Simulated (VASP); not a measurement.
# Ti3S2 (R32) in VASP: a series of runs, part 2 of 2

VASP 6.6.1. Earlier steps stand in the parts before.

## (4) Single point, r2SCAN

This run uses another cell than the first one, of 16.51 Å³/atom.

The input, POSCAR:

```
Ti3S2
1.0
    2.7131139241      1.5664170544      3.2376184047
   -2.7131139241      1.5664170544      3.2376184047
    0.0000000000     -3.1328341088      3.2376184047
Ti S
3 2
Direct
    0.0000000000      0.3356550000      0.6643450000
    0.6643450000      0.0000000000      0.3356550000
    0.3356550000      0.6643450000      0.0000000000
    0.1678390000      0.1678390000      0.1678390000
    0.8321610000      0.8321610000      0.8321610000
```

The input, INCAR.step1:

```
PREC = Accurate
ENCUT = 520
ISMEAR = -1
SIGMA = 0.05
LREAL = False
LASPH = True
NELM = 100
NBANDS = 32
GGA = PE
ALGO = Normal
EDIFF = 1E-4
LWAVE = True
LCHARG = False
```

The input, INCAR.step2:

```
PREC = Accurate
ENCUT = 520
EDIFF = 1E-6
ISMEAR = -1
SIGMA = 0.05
LREAL = False
LASPH = True
NELM = 100
ALGO = Normal
ISIF = 2
LWAVE = False
LCHARG = False
METAGGA = R2SCAN
LMIXTAU = True
NBANDS = 32
ISTART = 1
```

The input, KPOINTS:

```
regular mesh
0
Gamma
  6 6 6
```

Potentials or basis: VASP PAW PBE potentials, release 64 (Ti_sv, S).

The run is started by

```
> cat potpaw_PBE.64/Ti_sv/POTCAR potpaw_PBE.64/S/POTCAR > POTCAR
> cp INCAR.step1 INCAR
> mpirun -np 1 vasp_std > vasp.out
> cp INCAR.step2 INCAR
> mpirun -np 1 vasp_std > vasp.out
```

OUTCAR:

```text
PREC = Accurate
   ENCUT = 520
   EDIFF = 1E-6
   ISMEAR = -1
   LREAL = False
   LASPH = True
   NELM = 100
   ISIF = 2
   METAGGA = R2SCAN
   ISTART = 1

 ion  position               nearest neighbor table
   1  0.000  0.336  0.664-   4 2.42   5 2.42   4 2.44   5 2.44
   2  0.664  0.000  0.336-   5 2.42   4 2.42   5 2.44   4 2.44
   3  0.336  0.664  0.000-   4 2.42   5 2.42   4 2.44   5 2.44
   4  0.168  0.168  0.168-   3 2.42   1 2.42   2 2.42   1 2.44   2 2.44   3 2.44
   5  0.832  0.832  0.832-   3 2.42   2 2.42   1 2.42   2 2.44   1 2.44   3 2.44

  LATTYP: Found a trigonal (rhomboedric) cell.
 ALAT       =     4.5051994948
 COS(alpha) =     0.2746660548

  Lattice vectors:

 A1 = (   2.7131139241,   1.5664170544,   3.2376184047)
 A2 = (  -2.7131139241,   1.5664170544,   3.2376184047)
 A3 = (   0.0000000000,  -3.1328341088,   3.2376184047)

Analysis of symmetry for initial positions (statically):
=====================================================================
 Subroutine PRICEL returns:
 Original cell was already a primitive cell.

[... 176 lines left out ...]

 val. band max:        8.5576881316   @ k =   0.5000   0.3333   0.3333
 cond. band min:       8.6080348691   @ k =   0.1667   0.1667   0.1667
 fundamental gap:      0.0503467375
 Fermi energy:         8.6074672049

 k-point     1 :       0.0000    0.0000    0.0000
  band No.  band energies     occupation
      1     -50.7957      2.00000
      2     -50.7444      2.00000
      3     -50.7444      2.00000
      4     -26.1120      2.00000
      5     -26.1120      2.00000
      6     -26.0681      2.00000
[... 829 lines left out ...]
     31      11.0963      0.00000
     32      11.3717      0.00000

 [... further k-points ...]

------------------------ aborting loop because EDIFF is reached ----------------------------------------

  FORCE on cell =-STRESS in cart. coord.  units (eV):
  Direction    XX          YY          ZZ          XY          YZ          ZX
  --------------------------------------------------------------------------------------
  -------------------------------------------------------------------------------------
  Total        0.0108506      0.0108506      0.0443405      0.0000000      0.0000000      0.0000000
  in kB        0.2105776      0.2105776      0.8605163      0.0000000      0.0000000      0.0000000
  external PRESSURE =       0.4272238 kB  Pullay stress =       0.0000000 kB

 VOLUME and BASIS-vectors are now :
 -----------------------------------------------------------------------------
  energy-cutoff  :      520.00
  volume of cell :       82.56
      direct lattice vectors                 reciprocal lattice vectors
     2.713113924  1.566417054  3.237618405     0.184290087  0.106399931  0.102956338
    -2.713113924  1.566417054  3.237618405    -0.184290087  0.106399931  0.102956338
     0.000000000 -3.132834109  3.237618405     0.000000000 -0.212799862  0.102956338

 POSITION                                       TOTAL-FORCE (eV/Angst)
 -----------------------------------------------------------------------------------
     -0.91067     -1.55551      3.23762        -0.003815      0.006609     -0.000000
      1.80244     -0.01091      3.23762        -0.003815     -0.006609     -0.000000
     -0.89177      1.56642      3.23762         0.007631      0.000000     -0.000000
      0.00000      0.00000      1.63020        -0.000000     -0.000000      0.043453
      0.00000      0.00000      8.08266        -0.000000     -0.000000     -0.043453
 -----------------------------------------------------------------------------------
    total drift:                                0.000000      0.000000     -0.000000

  FREE ENERGIE OF THE ION-ELECTRON SYSTEM (eV)
  ---------------------------------------------------
  free  energy   TOTEN  =       -60.1925623343 eV

  energy  without entropy=      -60.1791333022  energy(sigma->0) =      -60.18584782
```

OSZICAR.step1:

```text
N       E                     dE             d eps       ncg     rms          rms(c)
DAV:   1     0.615106351639E+03    0.61511E+03   -0.23690E+04  2048   0.174E+03
DAV:   2     0.412527559143E+02   -0.57385E+03   -0.55623E+03  2072   0.532E+02
DAV:   3    -0.330048941824E+02   -0.74258E+02   -0.71877E+02  3120   0.165E+02
DAV:   4    -0.408719038514E+02   -0.78670E+01   -0.77542E+01  3320   0.475E+01
DAV:   5    -0.412615324822E+02   -0.38963E+00   -0.38942E+00  2920   0.971E+00    0.198E+01
DAV:   6    -0.364673265344E+02    0.47942E+01   -0.31016E+01  2864   0.407E+01    0.754E+00
DAV:   7    -0.365071365697E+02   -0.39810E-01   -0.21149E+00  3088   0.955E+00    0.488E+00
DAV:   8    -0.365072077372E+02   -0.71167E-04   -0.19928E-01  2744   0.271E+00    0.926E-01
DAV:   9    -0.365056238122E+02    0.15839E-02   -0.30893E-02  3256   0.104E+00    0.494E-01
DAV:  10    -0.365071153067E+02   -0.14915E-02   -0.44677E-03  2528   0.532E-01    0.792E-02
DAV:  11    -0.365071690763E+02   -0.53770E-04   -0.49004E-04  2688   0.132E-01
   1 F= -.36507169E+02 E0= -.36497572E+02  d E =-.191933E-01
```

Wall time 5.9 min (1 thread of Intel Xeon Platinum 8488C (Sapphire Rapids), shared host); peak memory 0.25 GiB.

Results:

* Free energy: -60.1926 eV
* Pressure: 0.0 GPa
* Largest force: 0.043 eV/Å
* Band gap on the k mesh: zero (bands 24 and 25 overlap by 0.26 eV)

Forces in eV/Å, atoms in the order of the input:
```
Ti  -0.004  0.007  0.000
Ti  -0.004 -0.007  0.000
Ti   0.008  0.000  0.000
S    0.000  0.000  0.043
S    0.000  0.000 -0.043
```

Levels at points of the mesh, in eV from the Fermi level:
| k point | band 22 | band 23 | band 24 | band 25 | band 26 | band 27 |
| --- | --- | --- | --- | --- | --- | --- |
| (0.00, 0.00, 0.00) | -1.42 | -0.07 | -0.07 | 0.66 | 0.66 | 1.98 |
| (0.50, 0.00, 0.00) | -0.97 | -0.70 | -0.49 | -0.15 | 0.96 | 1.45 |
| (0.50, 0.50, 0.00) | -1.05 | -0.76 | -0.25 | 0.15 | 0.80 | 1.53 |
| (0.50, 0.50, 0.50) | -0.16 | -0.16 | -0.05 | 0.38 | 0.38 | 0.96 |

Caveat: the PAW data sets were made with another functional, which shifts forces and pressure a little.

## (5) Relaxation of cell and atoms, LDA

This run uses another cell than the first one, of 16.51 Å³/atom.

The input, INCAR:

```
  PREC = Accurate
  ENCUT = 600
  EDIFF = 1E-6
  ISMEAR = -1
  SIGMA = 0.05
  LREAL = F
  LASPH = T
  NELM = 100
  ALGO = Normal
  ISIF = 3
  LWAVE = F
  LCHARG = F
  IBRION = 2
  NSW = 60
  EDIFFG = -0.01
```

KPOINTS is that of step 4.

POSCAR is that of step 4.

Potentials or basis: VASP PAW LDA potentials, release 64 (Ti_sv, S).

The run is started by

```
> cat potpaw_LDA.64/Ti_sv/POTCAR potpaw_LDA.64/S/POTCAR > POTCAR
> mpirun -np 1 vasp_std > vasp.out
```

It took 11 min on 1 thread of Intel Xeon Platinum 8488C (Sapphire Rapids), shared host; peak memory 0.23 GiB.

Results (log left out):

- Free energy: -40.5669 eV
- Relaxed volume: 15.56 Å³/atom
- Relaxed cell: a = 4.419 Å, b = 4.419 Å, c = 4.419 Å, α = 73.97°, β = 73.97°, γ = 73.97°
- Space group after relaxing (to 0.1 Å): R32 (No. 155)
- Energy gained by relaxing: 23.1 meV/atom
- Ionic steps: 10
- Pressure after relaxing: 0.0 GPa
- Largest force after relaxing: 0.008 eV/Å
- Band gap on the k mesh: zero (bands 24 and 25 overlap by 0.21 eV)

Forces on the atoms (eV/Å):
```
Ti  -0.004  0.007  0.000
Ti  -0.004 -0.007  0.000
Ti   0.008  0.000  0.000
S    0.000  0.000  0.006
S    0.000  0.000 -0.006
```

Stress tensor (GPa, compression positive):
```
 0.06  0.00  0.00
 0.00  0.06  0.00
 0.00  0.00 -0.02
```

The path:
```csv
step,energy change (eV),largest force (eV/Å),pressure (GPa),volume (Å³)
1,0.0000,0.0876,-7.58,82.56
2,0.0172,0.2781,9.87,73.56
3,-0.1143,0.0706,-0.11,78.04
4,-0.1144,0.0738,0.03,77.95
5,-0.1149,0.0270,0.01,77.91
6,-0.1150,0.0592,0.03,77.88
7,-0.1150,0.0504,0.05,77.88
8,-0.1152,0.0330,-0.05,77.93
9,-0.1153,0.0151,-0.18,77.97
10,-0.1154,0.0081,0.03,77.82
```

Final structure:
```
Ti S
1.0
     2.65843    1.53484    3.17891
    -2.65843    1.53484    3.17891
     0.00000   -3.06969    3.17891
Ti S
3 2
Direct
  0.00000 0.33673 0.66327
  0.66327 0.00000 0.33673
  0.33673 0.66327 0.00000
  0.16743 0.16743 0.16743
  0.83257 0.83257 0.83257
```

Levels at points of the mesh, in eV from the Fermi level:
| k point | band 20 | band 21 | band 22 | band 23 | band 24 | band 25 | band 26 | band 27 | band 28 |
| --- | --- | --- | --- | --- | --- | --- | --- | --- | --- |
| (0.00, 0.00, 0.00) | -3.92 | -2.21 | -1.53 | 0.00 | 0.00 | 0.60 | 0.60 | 1.89 | 1.89 |
| (0.50, 0.00, 0.00) | -3.26 | -0.96 | -0.94 | -0.74 | -0.47 | -0.13 | 0.85 | 1.37 | 1.46 |
| (0.50, 0.50, 0.00) | -3.36 | -1.58 | -1.10 | -0.71 | -0.22 | 0.08 | 0.70 | 1.43 | 1.65 |
| (0.50, 0.50, 0.50) | -4.16 | -0.85 | -0.20 | -0.20 | -0.06 | 0.31 | 0.31 | 0.86 | 0.86 |

## (6) Overview

| task | level | potentials or basis | cell | cutoff (eV) | gap on the mesh (eV) | pressure (GPa) | largest force (eV/Å) |
| --- | --- | --- | --- | --- | --- | --- | --- |
| single point | LDA | VASP PAW LDA potentials, release 64 (Ti_sv, S) | a = 4.416 Å, angles 74.0°, 5 atoms | 520 | none | 0.2 | 0.01 |
| single point | LDA | VASP PAW LDA potentials, release 64 (Ti_sv, S) | a = 4.505 Å, angles 74.1°, 5 atoms | 520 | none | -7.6 | 0.09 |
| single point | r2SCAN | VASP PAW PBE potentials, release 64 (Ti_sv, S) | a = 4.505 Å, angles 74.1°, 5 atoms | 520 | none | 0.0 | 0.04 |
| relaxation of cell and atoms | LDA | VASP PAW LDA potentials, release 64 (Ti_sv, S) | relaxed from a = 4.505 Å, angles 74.1°, 5 atoms | 600 | none | 0.0 | 0.01 |

Alike in all rows: no spin polarisation; k mesh 6 × 6 × 6; smearing fermi-dirac 0.05 eV.

Caveats: the cell stands under tension (at least some runs); the PAW data sets were made with another functional, which shifts forces and pressure a little (at least some runs).

Absolute energies hang on the potentials; compare differences alone.
